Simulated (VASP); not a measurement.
# Ti (Fm-3m) in VASP: a series of runs, part 3 of 3

VASP 6.6.1. Earlier steps stand in the parts before.

**4. Single point, PBEsol**

This run uses another cell than the first one, of 14.41 Å³/atom, 0.815 times its volume.

The input, INCAR:

```
PREC = Accurate
ENCUT = 520
EDIFF = 1E-6
ISMEAR = -1
SIGMA = 0.15
LREAL = F
LASPH = T
NELM = 80
ALGO = Normal
ISIF = 2
LWAVE = F
LCHARG = F
GGA = PS
NBANDS = 12
```

The input, KPOINTS:

```
regular mesh
0
Gamma
  20 20 20
```

The input, POSCAR:

```
Ti
1.0
    0.0000000000      1.9315896241      1.9315896241
    1.9315896241      0.0000000000      1.9315896241
    1.9315896241      1.9315896241      0.0000000000
Ti
1
Direct
    0.0000000000      0.0000000000      0.0000000000
```

Potentials or basis: VASP PAW PBE potentials, release 64 (Ti_sv).

On the command line:

```console
$ cat potpaw_PBE.64/Ti_sv/POTCAR > POTCAR
$ mpirun -np 1 vasp_std > vasp.out
```

OUTCAR:

```text
PREC = Accurate
   ENCUT = 520
   EDIFF = 1E-6
   ISMEAR = -1
   LREAL = F
   LASPH = T
   NELM = 80
   ISIF = 2
   GGA = PS

 ion  position               nearest neighbor table
   1  0.000  0.000  0.000-

  LATTYP: Found a face centered cubic cell.
 ALAT       =     3.8631792482

  Lattice vectors:

 A1 = (   0.0000000000,   1.9315896241,   1.9315896241)
 A2 = (   1.9315896241,   0.0000000000,   1.9315896241)
 A3 = (   1.9315896241,   1.9315896241,   0.0000000000)

Analysis of symmetry for initial positions (statically):
=====================================================================
 Subroutine PRICEL returns:
 Original cell was already a primitive cell.

 Routine SETGRP: Setting up the symmetry group for a
 face centered cubic supercell.

 Subroutine GETGRP returns: Found 48 space group operations
 (whereof 48 operations were pure point group operations)
 out of a pool of 48 trial point group operations.

The static configuration has the point symmetry O_h .

Analysis of symmetry for dynamics (positions and initial velocities):
=====================================================================
 Subroutine PRICEL returns:
 Original cell was already a primitive cell.

 Routine SETGRP: Setting up the symmetry group for a
 face centered cubic supercell.

 Subroutine GETGRP returns: Found 48 space group operations
 (whereof 48 operations were pure point group operations)
 out of a pool of 48 trial point group operations.

The dynamic configuration has the point symmetry O_h .

 Subroutine INISYM returns: Found 48 space group operations
 (whereof 48 operations are pure point group operations),
 and found     1 'primitive' translations

----------------------------------------------------------------------------------------

                                     Primitive cell

  volume of cell :      14.4137

[... 106 lines left out ...]
     AMIX_MAG =   1.60;   BMIX_MAG =  1.00
  volume/ion in A,a.u.               =      14.41        97.27
  Fermi-wavevector in a.u.,A,eV,Ry     =   1.540082  2.910332 32.270994  2.371851
  Thomas-Fermi vector in A             =   2.646219
   LORBIT       =      0    0 simple, 1 ext, 2 COOP (PROOUT), +10 PAW based schemes
   GGA     = PS    functional components
   LHFCALC =     F    Hartree Fock is set to
   AEXX    =    0.0000 exact exchange contribution
   IVDW    =     0    specifies the selected vdW correction
   LEPSILON=     F    determine dielectric tensor
   LRPA    =     F    only Hartree local field effects (RPA)
 non-spin polarized calculation
  energy-cutoff  :      520.00
  volume of cell :       14.41
 maximum number of plane-waves:       399
   NGX = 11   NGY = 11   NGZ = 11

 number of electron      11.9999995 magnetization

 Free energy of the ion-electron system (eV)
  ---------------------------------------------------
  ext. energy  EPLUGINS =         0.00000000
  ---------------------------------------------------
  free energy    TOTEN  =        -8.20400734 eV

  energy without entropy =       -8.10330050  energy(sigma->0) =       -8.15365392

 E-fermi :  10.2219     XC(G=0): -12.5560

 val. band max:       10.2120710274   @ k =  -0.4000   0.3500   0.1500
 cond. band min:      10.2236673139   @ k =  -0.3000   0.0500   0.0000
 fundamental gap:      0.0115962864
 Fermi energy:        10.2218748679

 k-point     1 :       0.0000    0.0000    0.0000
  band No.  band energies     occupation
      1     -45.9816      2.00000
      2     -21.6359      2.00000
      3     -21.6359      2.00000
      4     -21.6359      2.00000
      5       3.7392      2.00000
      6      11.1892      0.00316
      7      11.1892      0.00316
      8      11.1892      0.00316
      9      13.2842      0.00000
     10      13.2842      0.00000
     11      26.5226      0.00000
     12      31.9074      0.00000
[... 331 lines left out ...]
 k-point    24 :      -0.3500    0.0500    0.0000
  band No.  band energies     occupation
      1     -45.7610      2.00000
      2     -22.6596      2.00000
      3     -21.7946      2.00000
      4     -21.7539      2.00000
      5       6.9871      2.00000
      6      10.4922      0.28321
      7      11.1505      0.00409
      8      11.2502      0.00211
      9      13.9634      0.00000
     10      14.4776      0.00000
     11      22.3361      0.00000
     12      26.5570      0.00000

 [... further k-points ...]
[... 5 lines left out ...]
  --------------------------------------------------------------------------------------
  -------------------------------------------------------------------------------------
  Total        1.9287847      1.9287847      1.9287847     -0.0000000      0.0000000      0.0000000
  in kB      214.3975170    214.3975170    214.3975170     -0.0000000      0.0000000      0.0000000
  external PRESSURE =     214.3975170 kB  Pullay stress =       0.0000000 kB

 VOLUME and BASIS-vectors are now :
 -----------------------------------------------------------------------------
  energy-cutoff  :      520.00
  volume of cell :       14.41
      direct lattice vectors                 reciprocal lattice vectors
     0.000000000  1.931589624  1.931589624    -0.258854155  0.258854155  0.258854155
     1.931589624  0.000000000  1.931589624     0.258854155 -0.258854155  0.258854155
     1.931589624  1.931589624  0.000000000     0.258854155  0.258854155 -0.258854155

 POSITION                                       TOTAL-FORCE (eV/Angst)
 -----------------------------------------------------------------------------------
      0.00000      0.00000      0.00000        -0.000000     -0.000000     -0.000000
 -----------------------------------------------------------------------------------
    total drift:                                0.000000      0.000000      0.000000

  FREE ENERGIE OF THE ION-ELECTRON SYSTEM (eV)
  ---------------------------------------------------
  free  energy   TOTEN  =        -8.2040073408 eV

  energy  without entropy=       -8.1033004991  energy(sigma->0) =       -8.15365392
```

OSZICAR:

```text
N       E                     dE             d eps       ncg     rms          rms(c)
DAV:   1     0.863005972852E+02    0.86301E+02   -0.65705E+03  6156   0.126E+03
DAV:   2    -0.502800313446E+01   -0.91329E+02   -0.88525E+02  6276   0.301E+02
DAV:   3    -0.892262567693E+01   -0.38946E+01   -0.38547E+01  8160   0.636E+01
DAV:   4    -0.901006230040E+01   -0.87437E-01   -0.87345E-01  7000   0.821E+00
DAV:   5    -0.901228728474E+01   -0.22250E-02   -0.22250E-02  7360   0.113E+00    0.107E+01
DAV:   6    -0.819421512164E+01    0.81807E+00   -0.16337E+00  6736   0.198E+01    0.322E+00
DAV:   7    -0.818599531496E+01    0.82198E-02   -0.12802E-01  7576   0.448E+00    0.154E+00
DAV:   8    -0.820375281643E+01   -0.17758E-01   -0.55141E-02  6388   0.270E+00    0.167E-01
DAV:   9    -0.820387740576E+01   -0.12459E-03   -0.48109E-03  7436   0.737E-01    0.113E-01
DAV:  10    -0.820403090445E+01   -0.15350E-03   -0.44617E-04  6596   0.224E-01    0.230E-02
DAV:  11    -0.820400781716E+01    0.23087E-04   -0.33059E-05  7352   0.718E-02    0.984E-03
DAV:  12    -0.820400734077E+01    0.47640E-06   -0.12646E-06  5888   0.128E-02
   1 F= -.82040073E+01 E0= -.81536539E+01  d E =-.100707E+00
```

Wall time 14 s (1 thread of Intel Xeon 6975P-C (Granite Rapids), shared host); peak memory 0.15 GiB.

Results:

- Free energy: -8.2040 eV
- Pressure: 21.4 GPa
- Band gap on the k mesh: zero (band 6 reaches 11.19 eV, above the bottom of band 7 at 9.78 eV)

Caveat: the PAW data sets were made with another functional, which shifts forces and pressure a little.

**5. Overview**

```csv
cell,k mesh,smearing,gap on the mesh (eV),pressure (GPa)
"a = 2.924 Å, angles 60.0°, 1 atom",18 × 18 × 18,gaussian 0.1 eV,none,-6.2
"a = 2.960 Å, angles 60.0°, 1 atom",18 × 18 × 18,gaussian 0.1 eV,none,-9.4
"a = 2.732 Å, angles 60.0°, 1 atom",20 × 20 × 20,fermi-dirac 0.15 eV,none,21.4
```

Alike in all rows: task single point; level PBEsol; potentials or basis VASP PAW PBE potentials, release 64 (Ti_sv); no spin polarisation; cutoff (eV) 520.

Caveats: the PAW data sets were made with another functional, which shifts forces and pressure a little.

Total energies depend on the potentials used, so only differences within one code and one set of settings carry meaning.
